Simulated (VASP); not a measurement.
# AlN (P6_3/mmc) in VASP: notebook, part 2 of 2

VASP 6.6.1. The steps go on from the part before.

## Step 3: Single point, PBEsol (volume 9.301 Å^3 an atom, c/a of the conventional cell 1.3587)

INCAR reads:

```
SYSTEM = AlN
  PREC = Accurate
  ENCUT = 520
  EDIFF = 1E-6
  ISMEAR = 0
  SIGMA = 0.05
  LREAL = .FALSE.
  LASPH = .TRUE.
  NELM = 100
  ALGO = Normal
  ISIF = 2
  LWAVE = .FALSE.
  LCHARG = .FALSE.
  GGA = PS
  NBANDS = 16
```

KPOINTS reads:

```
Automatic mesh
0
G
  9 9 6
  0 0 0
```

POSCAR reads:

```
AlN
1.0
    3.1621209404      0.0000000000      0.0000000000
   -1.5810604702      2.7384770642      0.0000000000
    0.0000000000      0.0000000000      4.2963737217
Al N
2 2
Direct
    0.3333333333      0.6666666667      0.7500000000
    0.6666666667      0.3333333333      0.2500000000
    0.3333333333      0.6666666667      0.2500000000
    0.6666666667      0.3333333333      0.7500000000
```

Potentials or basis: VASP PAW PBE potentials, release 64 (Al, N).

Run with:

```
$ cat potpaw_PBE.64/Al/POTCAR potpaw_PBE.64/N/POTCAR > POTCAR
$ mpirun -np 1 vasp_std > vasp.out
```

Run time: 12 s. Hardware: 1 thread of AMD EPYC 9R14 (Zen 4), shared host; peak memory 0.12 GiB.

It converged, with:

```yaml
Free_energy: -30.7219 eV
Pressure: 16.5 GPa
Band_gap_on_the_k_mesh: 3.57 eV, direct
```

Stress tensor (GPa, compression positive):
```
24.19  0.00  0.00
 0.00 24.19  0.00
 0.00  0.00  1.08
```

Levels at points of the mesh, in eV from the valence-band top:
```
           k point  band 4  band 5  band 6  band 7  band 8  band 9  band 10  band 11  band 12  band 13
(0.00, 0.00, 0.00)   -3.46   -3.46   -2.09   -2.09    0.00    3.57     5.09     8.79     8.79    11.53
(0.00, 0.00, 0.50)   -4.11   -2.80   -2.80   -2.80   -2.80    5.93     5.93     9.02     9.02     9.02
```

Caveat: the PAW data sets were made with another functional, which shifts forces and pressure a little.

## Step 4: Single point, PBEsol (volume 10.708 Å^3 an atom, c/a of the conventional cell 1.3371)

INCAR reads:

```
PREC     = Accurate       # precision mode
ENCUT    = 520            # plane-wave cutoff, eV
EDIFF    = 1E-6           # SCF threshold, eV
ISMEAR   = 0              # smearing method
SIGMA    = 0.05           # smearing width, eV
LREAL    = False          # projectors in reciprocal space
LASPH    = True           # aspherical terms in the spheres
NELM     = 100            # most SCF steps
ALGO     = Normal         # electronic algorithm
ISIF     = 2              # what is computed and relaxed
LWAVE    = False          # write WAVECAR
LCHARG   = False          # write CHGCAR
GGA      = PS             # functional
NBANDS   = 16             # bands
```

KPOINTS reads:

```
Automatic mesh
0
Gamma
  9 9 6
```

POSCAR reads:

```
AlN
1.0
    3.3318947776      0.0000000000      0.0000000000
   -1.6659473888      2.8855055201      0.0000000000
    0.0000000000      0.0000000000      4.4550765071
Al N
2 2
Direct
    0.3333333333      0.6666666667      0.7500000000
    0.6666666667      0.3333333333      0.2500000000
    0.3333333333      0.6666666667      0.2500000000
    0.6666666667      0.3333333333      0.7500000000
```

Run with:

```
$ cat potpaw_PBE.64/Al/POTCAR potpaw_PBE.64/N/POTCAR > POTCAR
$ mpirun -np 1 vasp_std > vasp.out
```

Wall time 19 s (1 thread of AMD EPYC 9R45 (Zen 5), shared host); peak memory 0.14 GiB.

It converged, with:

| Property | Result |
| --- | --- |
| Free energy | -30.7339 eV |
| Pressure | -14.2 GPa |
| Band gap on the k mesh | 2.48 eV, direct |

Stress tensor (GPa, compression positive):
```
-13.03   0.00   0.00
  0.00 -13.03   0.00
  0.00   0.00 -16.57
```

Levels at points of the mesh, in eV from the valence-band top:
```tsv
k point	band 5	band 6	band 7	band 8	band 9	band 10	band 11	band 12
(0.00, 0.00, 0.00)	-3.10	-1.78	-1.78	0.00	2.48	3.86	7.91	7.91
(0.00, 0.00, 0.50)	-2.47	-2.47	-2.47	-2.47	4.95	4.95	8.19	8.19
```

Caveat: the PAW data sets were made with another functional, which shifts forces and pressure a little.

## Step 5: Single point, PBEsol (volume 10.708 Å^3 an atom, c/a of the conventional cell 1.1761)

INCAR: that of step 4 with these lines changed.

```diff
@@ -2,3 +2,3 @@
 ENCUT    = 520            # plane-wave cutoff, eV
-EDIFF    = 1E-6           # SCF threshold, eV
+EDIFF    = 1E-7           # SCF threshold, eV
 ISMEAR   = 0              # smearing method
@@ -7,3 +7,3 @@
 LASPH    = True           # aspherical terms in the spheres
-NELM     = 100            # most SCF steps
+NELM     = 80             # most SCF steps
 ALGO     = Normal         # electronic algorithm
```

KPOINTS is that of step 4.

POSCAR reads:

```
AlN
1.0
    3.4774787974      0.0000000000      0.0000000000
   -1.7387393987      3.0115849796      0.0000000000
    0.0000000000      0.0000000000      4.0898628136
Al N
2 2
Direct
    0.3333333333      0.6666666667      0.7500000000
    0.6666666667      0.3333333333      0.2500000000
    0.3333333333      0.6666666667      0.2500000000
    0.6666666667      0.3333333333      0.7500000000
```

Run with:

```
$ cat potpaw_PBE.64/Al/POTCAR potpaw_PBE.64/N/POTCAR > POTCAR
$ mpirun -np 1 vasp_std > vasp.out
```

It took 19 s on 1 thread of AMD EPYC 9R45 (Zen 5), shared host; peak memory 0.13 GiB.

Results (log left out):

```
Free energy            : -30.6672 eV
Pressure               : -16.5 GPa
Band gap on the k mesh : 2.91 eV, direct
```

Stress tensor (GPa, compression positive):
```
-19.85   0.00   0.00
  0.00 -19.85   0.00
  0.00   0.00  -9.79
```

Levels at points of the mesh, in eV from the valence-band top:
```tsv
k point	band 6	band 7	band 8	band 9	band 10	band 11
(0.00, 0.00, 0.00)	-1.00	-1.00	0.00	2.91	3.89	7.75
(0.00, 0.00, 0.50)	-2.02	-2.02	-2.02	5.44	5.44	7.86
```

Caveat: the PAW data sets were made with another functional, which shifts forces and pressure a little.

## Step 6: Overview

| cell | gap on the mesh (eV) | pressure (GPa) |
| --- | --- | --- |
| a = 3.336, b = 3.336, c = 3.861 Å, angles 90.0, 90.0, 120.0°, 4 atoms | 3.86 | 12.5 |
| a = 3.162, b = 3.162, c = 4.296 Å, angles 90.0, 90.0, 120.0°, 4 atoms | 3.57 | 16.5 |
| a = 3.332, b = 3.332, c = 4.455 Å, angles 90.0, 90.0, 120.0°, 4 atoms | 2.48 | -14.2 |
| a = 3.477, b = 3.477, c = 4.090 Å, angles 90.0, 90.0, 120.0°, 4 atoms | 2.91 | -16.5 |

Alike in all rows: task single point; level PBEsol; potentials or basis VASP PAW PBE potentials, release 64 (Al, N); no spin polarisation; k mesh 9 × 9 × 6; cutoff (eV) 520; smearing gaussian 0.05 eV.

Caveats: the PAW data sets were made with another functional, which shifts forces and pressure a little.

Total energies depend on the potentials used, so only differences within one code and one set of settings carry meaning.
